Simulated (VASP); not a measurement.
# SiC (P6_3mc) in VASP: a series of runs

SiC is run at these levels: LDA; tasks: single point.

Everything below comes from runs of VASP 6.6.1. Logs are shortened: lines on timing, memory, paths and dates and some standing lists are left out, and cuts for length are marked.

### 1 The cell of the first run

Symmetry: P6_3mc, No. 186, hexagonal system. The conventional cell has a = 3.298 Å, b = 3.298 Å, c = 4.996 Å, α = 90.00°, β = 90.00°, γ = 120.00°. Within 2.5 Å of Si (site symmetry 3m) lie 4 C at 1.91 to 1.99 Å. C (site symmetry 3m) has 4 Si at 1.91 to 1.99 Å within 2.5 Å.

### 2 Single point, LDA (volume 11.767 Å^3 an atom, c/a of the conventional cell 1.5149)

Input file INCAR:

```
SYSTEM = SiC
PREC = Accurate
ENCUT = 520
EDIFF = 1E-6
ISMEAR = 0
SIGMA = 0.05
LREAL = .False.
LASPH = .True.
NELM = 100
ALGO = Normal
ISIF = 2
LWAVE = .False.
LCHARG = .False.
GGA = CA
NBANDS = 16
```

Input file KPOINTS:

```
regular mesh
0
Gamma
  12 12 6
  0 0 0
```

Input file POSCAR:

```
SiC
1.0
    3.2981498406      0.0000000000      0.0000000000
   -1.6490749203      2.8562815474      0.0000000000
    0.0000000000      0.0000000000      4.9963671935
Si C
2 2
Direct
    0.3333333333      0.6666666667      0.0017573057
    0.6666666667      0.3333333333      0.5017573057
    0.3333333333      0.6666666667      0.3832426943
    0.6666666667      0.3333333333      0.8832426943
```

Potentials or basis: VASP PAW LDA potentials, release 64 (Si, C).

Launch:

```console
> cat potpaw_LDA.64/Si/POTCAR potpaw_LDA.64/C/POTCAR > POTCAR
> mpirun -np 1 vasp_std > vasp.out
```

OUTCAR:

```text
SYSTEM = SiC
   PREC = Accurate
   ENCUT = 520
   EDIFF = 1E-6
   ISMEAR = 0
   LREAL = .False.
   LASPH = .True.
   NELM = 100
   ISIF = 2
   GGA = CA

 ion  position               nearest neighbor table
   1  0.333  0.667  0.002-   3 1.91   4 1.99   4 1.99   4 1.99   2 3.14   2 3.14   2 3.14   2 3.14
                             2 3.14   2 3.14
   2  0.667  0.333  0.502-   4 1.91   3 1.99   3 1.99   3 1.99   1 3.14   1 3.14   1 3.14   1 3.14
                             1 3.14   1 3.14
   3  0.333  0.667  0.383-   1 1.91   2 1.99   2 1.99   2 1.99
   4  0.667  0.333  0.883-   2 1.91   1 1.99   1 1.99   1 1.99

  LATTYP: Found a hexagonal cell.
 ALAT       =     3.2981498406
 C/A-ratio  =     1.5149000000

  Lattice vectors:

 A1 = (   3.2981498406,   0.0000000000,   0.0000000000)
 A2 = (  -1.6490749203,   2.8562815474,   0.0000000000)
 A3 = (   0.0000000000,   0.0000000000,   4.9963671935)

Analysis of symmetry for initial positions (statically):
=====================================================================
 Subroutine PRICEL returns:
 Original cell was already a primitive cell.

 Routine SETGRP: Setting up the symmetry group for a
 hexagonal supercell.

 Subroutine GETGRP returns: Found 12 space group operations
 (whereof  6 operations were pure point group operations)
 out of a pool of 24 trial point group operations.

The static configuration has the point symmetry C_3v.
 The point group associated with its full space group is C_6v.

Analysis of symmetry for dynamics (positions and initial velocities):
=====================================================================
 Subroutine PRICEL returns:
 Original cell was already a primitive cell.

 Routine SETGRP: Setting up the symmetry group for a
 hexagonal supercell.

 Subroutine GETGRP returns: Found 12 space group operations
 (whereof  6 operations were pure point group operations)
 out of a pool of 24 trial point group operations.

The dynamic configuration has the point symmetry C_3v.
 The point group associated with its full space group is C_6v.

 Subroutine INISYM returns: Found 12 space group operations
 (whereof  6 operations are pure point group operations),
 and found     1 'primitive' translations

----------------------------------------------------------------------------------------

                                     Primitive cell

  volume of cell :      47.0680

  direct lattice vectors                    reciprocal lattice vectors
     3.298149841  0.000000000  0.000000000     0.303200294  0.175052771  0.000000000
    -1.649074920  2.856281547  0.000000000     0.000000000  0.350105542  0.000000000
     0.000000000  0.000000000  4.996367194     0.000000000  0.000000000  0.200145418

  length of vectors
     3.298149841  3.298149841  4.996367194     0.350105542  0.350105542  0.200145418

  position of ions in fractional coordinates (direct lattice)
     0.333333333  0.666666667  0.001757306
     0.666666667  0.333333333  0.501757306
     0.333333333  0.666666667  0.383242694
     0.666666667  0.333333333  0.883242694

  ion indices of the primitive-cell ions
   primitive index   ion index
                 1           1
                 2           2
                 3           3
                 4           4

----------------------------------------------------------------------------------------

 KPOINTS: regular mesh

Automatic generation of k-mesh.
 Grid dimensions read from file:
 generate k-points for:   12   12    6

 Generating k-lattice:

  Cartesian coordinates                     Fractional coordinates (reciprocal lattice)
     0.025266691  0.014587731  0.000000000     0.083333333  0.000000000  0.000000000
     0.000000000  0.029175462  0.000000000     0.000000000  0.083333333  0.000000000
     0.000000000  0.000000000  0.033357570     0.000000000  0.000000000  0.166666667

  Length of vectors
     0.029175462  0.029175462  0.033357570

  Shift w.r.t. Gamma in fractional coordinates (k-lattice)
     0.000000000  0.000000000  0.000000000

 Subroutine IBZKPT returns following result:
 ===========================================

 Found     76 irreducible k-points:

 Following reciprocal coordinates:
            Coordinates               Weight
  0.000000  0.000000  0.000000      1.000000
  0.083333  0.000000  0.000000      6.000000
  0.166667  0.000000  0.000000      6.000000
  0.250000  0.000000  0.000000      6.000000
  0.333333  0.000000  0.000000      6.000000
  0.416667 -0.000000  0.000000      6.000000
[... 16 lines left out ...]
  0.250000  0.000000  0.166667     12.000000
  0.333333  0.000000  0.166667     12.000000
 [... further k-points ...]
   k-points           NKPTS =     76   k-points in BZ     NKDIM =     76   number of bands    NBANDS=     16
   number of dos      NEDOS =    301   number of ions     NIONS =      4
   total plane-waves  NPLWV =  31360
   dimension x,y,z NGX =    28 NGY =   28 NGZ =   40
   dimension x,y,z NGXF=    56 NGYF=   56 NGZF=   80
   ions per type =               2   2
   NGX,Y,Z   is equivalent  to a cutoff of  14.11, 14.11, 13.31 a.u.
   NGXF,Y,Z  is equivalent  to a cutoff of  28.23, 28.23, 26.62 a.u.
 SYSTEM =  SiC
   PREC   = accura    normal or accurate (medium, high low for compatibility)
   ISTART =      0    job   : 0-new  1-cont  2-samecut
   ICHARG =      2    charge: 1-file 2-atom 10-const
   ISPIN  =      1    spin polarized calculation?
   LNONCOLLINEAR =      F non collinear calculations
   LSORBIT =      F    spin-orbit coupling
   LASPH  =      T    aspherical Exc in radial PAW
   ENCUT  =  520.0 eV  38.22 Ry    6.18 a.u.   6.13  6.13  9.29*2*pi/ulx,y,z
   NELM   =    100;   NELMIN=  2; NELMDL= -5     # of ELM steps
   EDIFF  = 0.1E-05   stopping-criterion for ELM
   LREAL  =      F    real-space projection
   EDIFFG = 0.1E-04   stopping-criterion for IOM
   NSW    =      0    number of steps for IOM
   IBRION =     -1    ionic relax: 0-MD 1-quasi-New 2-CG
   NFREE  =      0    steps in history (QN), initial steepest desc. (CG)
   ISIF   =      2    stress and relaxation
   ISYM   =      2    0-nonsym 1-usesym 2-fastsym
   POTIM  = 0.5000    time-step for ionic-motion
   TEBEG  =    0.0;   TEEND  =   0.0 temperature during run
   PSTRESS=    0.0 pullay stress
   NELECT =      16.0000    total number of electrons
   NUPDOWN=      -1.0000    fix difference up-down
   EMIN   =  10.00;   EMAX   =-10.00  energy-range for DOS
   EFERMI =   0.00;   METHOD = LEGACY
   ISMEAR =     0;   SIGMA  =   0.05  broadening in eV -4-tet -1-fermi 0-gaus
   EFERMI_NEDOS =   21; number of points for ismear=-14 and -15
   IALGO  =     38    algorithm
   IMIX   =      4    mixing-type and parameters
     AMIX     =   0.40;   BMIX     =  1.00
     AMIX_MAG =   1.60;   BMIX_MAG =  1.00
  volume/ion in A,a.u.               =      11.77        79.41
  Fermi-wavevector in a.u.,A,eV,Ry     =   1.142544  2.159095 17.761136  1.305407
  Thomas-Fermi vector in A             =   2.279242
   LORBIT       =      0    0 simple, 1 ext, 2 COOP (PROOUT), +10 PAW based schemes
   GGA     = CA    functional components
   LHFCALC =     F    Hartree Fock is set to
   AEXX    =    0.0000 exact exchange contribution
   IVDW    =     0    specifies the selected vdW correction
   LEPSILON=     F    determine dielectric tensor
   LRPA    =     F    only Hartree local field effects (RPA)
 non-spin polarized calculation
 Gauss-broadening in eV      SIGMA  =   0.05
  energy-cutoff  :      520.00
  volume of cell :       47.07
 maximum number of plane-waves:      1284
 NGX is ok and might be reduce to    28
   NGX = 13   NGY = 13   NGZ = 19

 number of electron      16.0000000 magnetization

 Free energy of the ion-electron system (eV)
  ---------------------------------------------------
  ext. energy  EPLUGINS =         0.00000000
  ---------------------------------------------------
  free energy    TOTEN  =       -32.45943316 eV

  energy without entropy =      -32.45943316  energy(sigma->0) =      -32.45943316

 E-fermi :   7.1740     XC(G=0): -11.0043

 val. band max:        6.9824065823   @ k =   0.0000   0.0000   0.0000
 cond. band min:       8.6691857336   @ k =   0.5000   0.0000   0.0000
 fundamental gap:      1.6867791512
 Fermi energy:         7.1739969218

 k-point     1 :       0.0000    0.0000    0.0000
  band No.  band energies     occupation
      1      -7.7091      2.00000
      2      -3.9615      2.00000
      3      -1.0375      2.00000
      4       5.0745      2.00000
      5       5.0745      2.00000
      6       6.7060      2.00000
[... 8 lines left out ...]
     15      14.6510      0.00000
     16      17.2818      0.00000

 k-point     2 :       0.0833    0.0000    0.0000
  band No.  band energies     occupation
      1      -7.6070      2.00000
      2      -3.8800      2.00000
      3      -0.9516      2.00000
      4       4.4210      2.00000
      5       4.8968      2.00000
      6       6.2447      2.00000
[... 8 lines left out ...]
     15      14.9256      0.00000
     16      16.5408      0.00000

 k-point     3 :       0.1667    0.0000    0.0000
  band No.  band energies     occupation
      1      -7.3035      2.00000
      2      -3.6472      2.00000
      3      -0.7085      2.00000
      4       3.1049      2.00000
      5       4.4888      2.00000
      6       5.2225      2.00000
[... 8 lines left out ...]
     15      15.5884      0.00000
     16      15.8706      0.00000

 k-point     4 :       0.2500    0.0000    0.0000
  band No.  band energies     occupation
      1      -6.8096      2.00000
      2      -3.3122      2.00000
      3      -0.3861      2.00000
      4       1.8052      2.00000
      5       4.0113      2.00000
      6       4.0418      2.00000
[... 8 lines left out ...]
     15      15.8305      0.00000
     16      16.3430      0.00000
[... 324 lines left out ...]
 k-point    22 :       0.1667    0.0000    0.1667
  band No.  band energies     occupation
      1      -7.1657      2.00000
      2      -4.2205      2.00000
      3       0.0220      2.00000
      4       3.2667      2.00000
      5       4.5906      2.00000
      6       4.7904      2.00000
[... 8 lines left out ...]
     15      15.3346      0.00000
     16      16.4337      0.00000

 k-point    23 :       0.2500    0.0000    0.1667
  band No.  band energies     occupation
      1      -6.6741      2.00000
      2      -3.8314      2.00000
      3       0.1342      2.00000
      4       2.1212      2.00000
      5       3.5468      2.00000
      6       4.1494      2.00000
[... 8 lines left out ...]
     15      16.2619      0.00000
     16      16.5340      0.00000

 k-point    24 :       0.3333    0.0000    0.1667
  band No.  band energies     occupation
      1      -6.0214      2.00000
      2      -3.4178      2.00000
      3      -0.2920      2.00000
      4       1.7946      2.00000
      5       2.3400      2.00000
      6       3.7818      2.00000
[... 8 lines left out ...]
     15      17.1154      0.00000
     16      17.3384      0.00000

 [... further k-points ...]
[... 5 lines left out ...]
  --------------------------------------------------------------------------------------
  -------------------------------------------------------------------------------------
  Total      -10.2305875    -10.2305875     -1.0979011      0.0000000      0.0000000      0.0000000
  in kB     -348.2454194   -348.2454194    -37.3721493      0.0000000      0.0000000      0.0000000
  external PRESSURE =    -244.6209960 kB  Pullay stress =       0.0000000 kB

 VOLUME and BASIS-vectors are now :
 -----------------------------------------------------------------------------
  energy-cutoff  :      520.00
  volume of cell :       47.07
      direct lattice vectors                 reciprocal lattice vectors
     3.298149841  0.000000000  0.000000000     0.303200294  0.175052771  0.000000000
    -1.649074920  2.856281547  0.000000000     0.000000000  0.350105542  0.000000000
     0.000000000  0.000000000  4.996367194     0.000000000  0.000000000  0.200145418

 POSITION                                       TOTAL-FORCE (eV/Angst)
 -----------------------------------------------------------------------------------
     -0.00000      1.90419      0.00878         0.000000     -0.000000     -0.006046
      1.64907      0.95209      2.50696        -0.000000     -0.000000     -0.006046
     -0.00000      1.90419      1.91482        -0.000000     -0.000000      0.006046
      1.64907      0.95209      4.41300         0.000000      0.000000      0.006046
 -----------------------------------------------------------------------------------
    total drift:                               -0.000000     -0.000000      0.000822

  FREE ENERGIE OF THE ION-ELECTRON SYSTEM (eV)
  ---------------------------------------------------
  free  energy   TOTEN  =       -32.4594331630 eV

  energy  without entropy=      -32.4594331630  energy(sigma->0) =      -32.45943316
```

It took 49 s on 1 thread of Intel Xeon Platinum 8175M at 2.50GHz (Skylake/Cascade Lake), shared host; peak memory 0.18 GiB.

Results:

| Property | Result |
| --- | --- |
| Free energy | -32.4594 eV |
| Pressure | -24.5 GPa |
| Largest force | 0.006 eV/Å |
| Band gap on the k mesh | 1.69 eV, indirect (least direct gap 2.35 eV) |

Forces in eV/Å, atoms in the order of the input:
```
Si   0.000  0.000 -0.006
Si   0.000  0.000 -0.006
C    0.000  0.000  0.006
C    0.000  0.000  0.006
```

Stress tensor (GPa, compression positive):
```
-34.82   0.00   0.00
  0.00 -34.82   0.00
  0.00   0.00  -3.74
```

Levels at points of the mesh, in eV from the valence-band top:
```csv
k point,band 6,band 7,band 8,band 9,band 10,band 11
"(0.00, 0.00, 0.00)",-0.28,-0.28,0.00,2.35,4.72,5.10
"(0.50, 0.00, 0.00)",-3.63,-3.15,-1.23,1.69,4.25,5.67
"(0.00, 0.00, 0.50)",-1.18,-1.18,-1.18,3.72,3.72,5.91
"(0.50, 0.00, 0.50)",-2.67,-2.00,-2.00,2.77,2.77,4.89
```

 A k mesh can miss the band edges.

(Part 1 of 2 ends here.)
